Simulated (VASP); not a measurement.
# GaAs (I-4m2) in VASP: notebook

GaAs is run at these levels: PBE; tasks: single point.

All numbers are computed with VASP 6.6.1; they aren't measurements. Logs are shortened: lines on timing, memory, paths and dates and some standing lists are left out, and cuts for length are marked.

### Step 1. The cell of the first run

Symmetry: I-4m2, No. 119, tetragonal system. Conventional cell: a = 4.198 Å, b = 4.198 Å, c = 5.512 Å, α = 90.00°, β = 90.00°, γ = 90.00°. Ga (site symmetry -4m2) has 4 As at 2.51 Å within 3.3 Å. Within 3.3 Å of As (site symmetry -4m2) lie 4 Ga at 2.51 Å.

### Step 2. Single point, PBE (strain +0.050 along x and y, -0.025 along z)

INCAR

```
SYSTEM = GaAs
PREC = Accurate
ENCUT = 520
EDIFF = 1E-6
ISMEAR = 0
SIGMA = 0.05
LREAL = .False.
LASPH = .True.
NELM = 60
ALGO = Normal
ISIF = 2
LWAVE = .False.
LCHARG = .True.
GGA = PE
LELF = .True.
LVHAR = .True.
NBANDS = 16
```

KPOINTS

```
Automatic mesh
0
Gamma
  10 10 10
  0 0 0
```

POSCAR

```
GaAs
1.0
    0.0000000000      2.9681925000      2.7561787500
    2.9681925000      0.0000000000      2.7561787500
    2.9681925000      2.9681925000      0.0000000000
Ga As
1 1
Direct
    0.0000000000      0.0000000000      0.0000000000
    0.7500000000      0.7500000000      0.7500000000
```

Potentials or basis: VASP PAW PBE potentials, release 64 (Ga_d, As).

Command:

```bash
cat potpaw_PBE.64/Ga_d/POTCAR potpaw_PBE.64/As/POTCAR > POTCAR
mpirun -np 1 vasp_std > vasp.out
```

OUTCAR:

```text
SYSTEM = GaAs
   PREC = Accurate
   ENCUT = 520
   EDIFF = 1E-6
   ISMEAR = 0
   LREAL = .False.
   LASPH = .True.
   NELM = 60
   ISIF = 2
   GGA = PE

 ion  position               nearest neighbor table
   1  0.000  0.000  0.000-   2 2.51   2 2.51   2 2.51   2 2.51
   2  0.750  0.750  0.750-   1 2.51   1 2.51   1 2.51   1 2.51

  LATTYP: Found a body centered tetragonal cell.
 ALAT       =     4.1976580892
 C/A-ratio  =     1.3131983079

  Lattice vectors:

 A1 = (   0.0000000000,  -2.9681925000,  -2.7561787500)
 A2 = (   0.0000000000,   2.9681925000,  -2.7561787500)
 A3 = (   2.9681925000,   0.0000000000,   2.7561787500)

Analysis of symmetry for initial positions (statically):
=====================================================================
 Subroutine PRICEL returns:
 Original cell was already a primitive cell.

 Routine SETGRP: Setting up the symmetry group for a
 body centered tetragonal supercell.

 Subroutine GETGRP returns: Found  8 space group operations
 (whereof  8 operations were pure point group operations)
 out of a pool of 16 trial point group operations.

The static configuration has the point symmetry D_2d.

Analysis of symmetry for dynamics (positions and initial velocities):
=====================================================================
 Subroutine PRICEL returns:
 Original cell was already a primitive cell.

 Routine SETGRP: Setting up the symmetry group for a
 body centered tetragonal supercell.

 Subroutine GETGRP returns: Found  8 space group operations
 (whereof  8 operations were pure point group operations)
 out of a pool of 16 trial point group operations.

The dynamic configuration has the point symmetry D_2d.

 Subroutine INISYM returns: Found  8 space group operations
 (whereof  8 operations are pure point group operations),
 and found     1 'primitive' translations

----------------------------------------------------------------------------------------

                                     Primitive cell

  volume of cell :      48.5648

  direct lattice vectors                    reciprocal lattice vectors
     0.000000000  2.968192500  2.756178750    -0.168452686  0.168452686  0.181410585
     2.968192500  0.000000000  2.756178750     0.168452686 -0.168452686  0.181410585
     2.968192500  2.968192500  0.000000000     0.168452686  0.168452686 -0.181410585

  length of vectors
     4.050517006  4.050517006  4.197658089     0.299436830  0.299436830  0.299436830

  position of ions in fractional coordinates (direct lattice)
[... 68 lines left out ...]
   NGXF,Y,Z  is equivalent  to a cutoff of  24.63, 24.63, 25.35 a.u.
 SYSTEM =  GaAs
   PREC   = accura    normal or accurate (medium, high low for compatibility)
   ISTART =      0    job   : 0-new  1-cont  2-samecut
   ICHARG =      2    charge: 1-file 2-atom 10-const
   ISPIN  =      1    spin polarized calculation?
   LNONCOLLINEAR =      F non collinear calculations
   LSORBIT =      F    spin-orbit coupling
   LASPH  =      T    aspherical Exc in radial PAW
   ENCUT  =  520.0 eV  38.22 Ry    6.18 a.u.   7.53  7.53  7.80*2*pi/ulx,y,z
   NELM   =     60;   NELMIN=  2; NELMDL= -5     # of ELM steps
   EDIFF  = 0.1E-05   stopping-criterion for ELM
   LREAL  =      F    real-space projection
[... 7 lines left out ...]
   TEBEG  =    0.0;   TEEND  =   0.0 temperature during run
   PSTRESS=    0.0 pullay stress
   NELECT =      18.0000    total number of electrons
   NUPDOWN=      -1.0000    fix difference up-down
   EMIN   =  10.00;   EMAX   =-10.00  energy-range for DOS
   EFERMI =   0.00;   METHOD = LEGACY
   ISMEAR =     0;   SIGMA  =   0.05  broadening in eV -4-tet -1-fermi 0-gaus
   EFERMI_NEDOS =   21; number of points for ismear=-14 and -15
   IALGO  =     38    algorithm
   IMIX   =      4    mixing-type and parameters
     AMIX     =   0.40;   BMIX     =  1.00
     AMIX_MAG =   1.60;   BMIX_MAG =  1.00
  volume/ion in A,a.u.               =      24.28       163.87
  Fermi-wavevector in a.u.,A,eV,Ry     =   1.175958  2.222239 18.815189  1.382877
  Thomas-Fermi vector in A             =   2.312330
   LORBIT       =      0    0 simple, 1 ext, 2 COOP (PROOUT), +10 PAW based schemes
   GGA     = PE    functional components
   LHFCALC =     F    Hartree Fock is set to
   AEXX    =    0.0000 exact exchange contribution
   IVDW    =     0    specifies the selected vdW correction
   LEPSILON=     F    determine dielectric tensor
   LRPA    =     F    only Hartree local field effects (RPA)
 non-spin polarized calculation
 Gauss-broadening in eV      SIGMA  =   0.05
  energy-cutoff  :      520.00
  volume of cell :       48.56
 maximum number of plane-waves:      1331
   NGX = 15   NGY = 15   NGZ = 15

 number of electron      17.9999993 magnetization

 Free energy of the ion-electron system (eV)
  ---------------------------------------------------
  ext. energy  EPLUGINS =         0.00000000
  ---------------------------------------------------
  free energy    TOTEN  =        -8.24290326 eV

  energy without entropy =       -8.24290275  energy(sigma->0) =       -8.24290300

 E-fermi :   3.4052     XC(G=0):  -9.2735

 val. band max:        3.2757194935   @ k =   0.1000   0.0000   0.0000
 cond. band min:       3.5144496794   @ k =   0.0000   0.0000   0.0000
 fundamental gap:      0.2387301859
 Fermi energy:         3.4052002484

 k-point     1 :       0.0000    0.0000    0.0000
  band No.  band energies     occupation
      1     -11.4203      2.00000
      2     -11.4203      2.00000
      3     -11.4028      2.00000
      4     -11.3610      2.00000
      5     -11.3453      2.00000
      6      -8.9410      2.00000
[... 433 lines left out ...]
      3     -11.3900      2.00000
      4     -11.3767      2.00000
      5     -11.3350      2.00000
      6      -7.2917      2.00000
[... 8 lines left out ...]
     15      14.9957      0.00000
     16      15.9492      0.00000

 [... further k-points ...]
[... 5 lines left out ...]
  --------------------------------------------------------------------------------------
  -------------------------------------------------------------------------------------
  Total       -0.7514989     -0.7514989      0.3543134      0.0000000      0.0000000      0.0000000
  in kB      -24.7923353    -24.7923353     11.6889809      0.0000000      0.0000000      0.0000000
  external PRESSURE =     -12.6318966 kB  Pullay stress =       0.0000000 kB

 VOLUME and BASIS-vectors are now :
 -----------------------------------------------------------------------------
  energy-cutoff  :      520.00
  volume of cell :       48.56
      direct lattice vectors                 reciprocal lattice vectors
     0.000000000  2.968192500  2.756178750    -0.168452686  0.168452686  0.181410585
     2.968192500  0.000000000  2.756178750     0.168452686 -0.168452686  0.181410585
     2.968192500  2.968192500  0.000000000     0.168452686  0.168452686 -0.181410585

 POSITION                                       TOTAL-FORCE (eV/Angst)
 -----------------------------------------------------------------------------------
      0.00000      0.00000      0.00000         0.000000      0.000000      0.000000
      4.45229      4.45229      4.13427        -0.000000     -0.000000     -0.000000
 -----------------------------------------------------------------------------------
    total drift:                               -0.000003     -0.000003     -0.000007

  FREE ENERGIE OF THE ION-ELECTRON SYSTEM (eV)
  ---------------------------------------------------
  free  energy   TOTEN  =        -8.2429032613 eV

  energy  without entropy=       -8.2429027468  energy(sigma->0) =       -8.24290300
```

OSZICAR:

```text
N       E                     dE             d eps       ncg     rms          rms(c)
DAV:   1     0.827130170102E+02    0.82713E+02   -0.88954E+03  3344   0.150E+03
DAV:   2    -0.182881152017E+01   -0.84542E+02   -0.80514E+02  3736   0.306E+02
DAV:   3    -0.828714418044E+01   -0.64583E+01   -0.64368E+01  4056   0.652E+01
DAV:   4    -0.838825102825E+01   -0.10111E+00   -0.10109E+00  4008   0.921E+00
DAV:   5    -0.838972277771E+01   -0.14717E-02   -0.14717E-02  4104   0.998E-01    0.269E+00
DAV:   6    -0.825712583305E+01    0.13260E+00   -0.21253E-01  4944   0.734E+00    0.160E+00
DAV:   7    -0.824158029171E+01    0.15546E-01   -0.54765E-02  3984   0.161E+00    0.552E-01
DAV:   8    -0.824239445549E+01   -0.81416E-03   -0.93017E-03  4000   0.105E+00    0.887E-02
DAV:   9    -0.824278550732E+01   -0.39105E-03   -0.89508E-04  4160   0.365E-01    0.524E-02
DAV:  10    -0.824285083550E+01   -0.65328E-04   -0.64697E-05  4384   0.718E-02    0.283E-02
DAV:  11    -0.824290295484E+01   -0.52119E-04   -0.76228E-05  3752   0.631E-02    0.384E-03
DAV:  12    -0.824290326132E+01   -0.30648E-06   -0.11268E-06  3424   0.138E-02
   1 F= -.82429033E+01 E0= -.82429030E+01  d E =-.514565E-06
```

Run time: 88 s. Hardware: 1 thread of Intel Xeon 8259CL, shared host; peak memory 0.23 GiB.

Results:

```yaml
Free_energy: -8.2429 eV
Pressure: -1.3 GPa
Band_gap_on_the_k_mesh: 0.24 eV (least direct gap 0.28 eV)
```

Stress tensor (GPa, compression positive):
```
-2.48  0.00  0.00
 0.00 -2.48  0.00
 0.00  0.00  1.17
```

Levels at points of the mesh, in eV from the valence-band top:
| k point | band 6 | band 7 | band 8 | band 9 | band 10 | band 11 | band 12 | band 13 |
| --- | --- | --- | --- | --- | --- | --- | --- | --- |
| (0.00, 0.00, 0.00) | -12.22 | -0.12 | -0.12 | -0.04 | 0.24 | 3.61 | 3.81 | 3.81 |
| (0.50, 0.00, 0.00) | -10.67 | -6.25 | -1.29 | -0.77 | 0.74 | 4.39 | 4.92 | 7.72 |
| (0.50, 0.50, 0.00) | -9.87 | -6.21 | -2.72 | -2.72 | 1.26 | 1.35 | 9.62 | 9.62 |
| (0.50, 0.00, 0.50) | -10.10 | -6.61 | -2.28 | -2.24 | 1.74 | 1.91 | 9.19 | 9.54 |

Caveat: the cell differs from its parent crystal (strain +0.050 along x and y, -0.025 along z). A k mesh can miss the band edges.

### Step 3. Single point, PBE (strain +0.050 along x and y, +0.000 along z)

INCAR

```
SYSTEM = GaAs
ALGO = Normal ; EDIFF = 1E-6
ENCUT = 520 ; GGA = PE
ISIF = 2 ; ISMEAR = 0
LASPH = .True. ; LCHARG = .False.
LREAL = .False. ; LWAVE = .False.
NBANDS = 16 ; NELM = 100
PREC = Accurate ; SIGMA = 0.05
```

KPOINTS

```
k-points
0
Gamma
  10 10 10
  0 0 0
```

POSCAR

```
GaAs
1.0
    0.0000000000      2.9681925000      2.8268500000
    2.9681925000      0.0000000000      2.8268500000
    2.9681925000      2.9681925000      0.0000000000
Ga As
1 1
Direct
    0.0000000000      0.0000000000      0.0000000000
    0.7500000000      0.7500000000      0.7500000000
```

Potentials or basis: VASP PAW PBE potentials, release 64 (Ga_d, As).

Command:

```bash
cat potpaw_PBE.64/Ga_d/POTCAR potpaw_PBE.64/As/POTCAR > POTCAR
mpirun -np 1 vasp_std > vasp.out
```

Wall time 92 s (1 thread of Intel Xeon 8259CL, shared host); peak memory 0.23 GiB.

Results (log left out):

```
Free energy            : -8.2441 eV
Pressure               : -2.5 GPa
Band gap on the k mesh : 0.20 eV (least direct gap 0.24 eV)
```

Stress tensor (GPa, compression positive):
```
-3.36  0.00  0.00
 0.00 -3.36  0.00
 0.00  0.00 -0.87
```

Levels at points of the mesh, in eV from the valence-band top:
| k point | band 7 | band 8 | band 9 | band 10 | band 11 | band 12 |
| --- | --- | --- | --- | --- | --- | --- |
| (0.00, 0.00, 0.00) | -0.16 | -0.04 | -0.04 | 0.20 | 3.67 | 3.80 |
| (0.50, 0.00, 0.00) | -6.10 | -1.13 | -0.79 | 0.76 | 4.50 | 4.81 |
| (0.50, 0.50, 0.00) | -6.17 | -2.50 | -2.50 | 1.45 | 1.51 | 9.47 |
| (0.50, 0.00, 0.50) | -6.42 | -2.22 | -2.19 | 1.77 | 1.87 | 9.22 |

Caveat: the cell differs from its parent crystal (strain +0.050 along x and y, +0.000 along z). A k mesh can miss the band edges.
